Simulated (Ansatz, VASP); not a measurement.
**One calculation of Li3AgB5, two programs**

```xyz
9
Lattice="3.1148 -3.7528 0.0000 3.1148 3.7528 0.0000 0.0000 0.0000 4.7865" Properties=species:S:1:pos:R:3 pbc="T T T"
Li    1.5574    1.8764    2.3933
Li    1.5574   -1.8764    2.3933
Li    3.1148    0.0000    0.0000
Ag    3.1148    0.0000    2.3933
B     4.6095    0.0000    0.9305
B     1.6202    0.0000    0.9305
B     4.6095    0.0000    3.8560
B     1.6202    0.0000    3.8560
B     0.0000    0.0000    2.3933
```

Alike in both runs: task relaxation of cell and atoms; functional PBE; k mesh 4 × 4 × 4; occupations gaussian, width 0.1 eV; no spin polarisation.

|  | VASP | Ansatz |
| --- | --- | --- |
| version | VASP 6.6.1 | Ansatz 0.2.0 |
| potentials or method | VASP PAW PBE potentials, release 64 (Li_sv, Ag, B), cutoff 600 eV | scalar-relativistic, plane waves, PAW |
| valence electrons in the cell | 35 | 43 |

```csv
,VASP,Ansatz,Ansatz less VASP
"gap on the k mesh at the Fermi level, each at its own relaxed structure (eV)",none,none,-
relaxed volume (Å³/atom),12.30,12.38,+0.074
relaxed length of the cell vector where the two differ most in proportion (Å),5.195,5.220,+0.0246
```

A gap of «none» marks a metal or a gap that the smearing closes. VASP's potentials hold 35 valence electrons a cell and Ansatz's 43, so a difference there can come from the potentials and not from the codes.

Noted on VASP's run: the cutoff is under 1.25 times that of the potentials, so the pressure is a little rough.
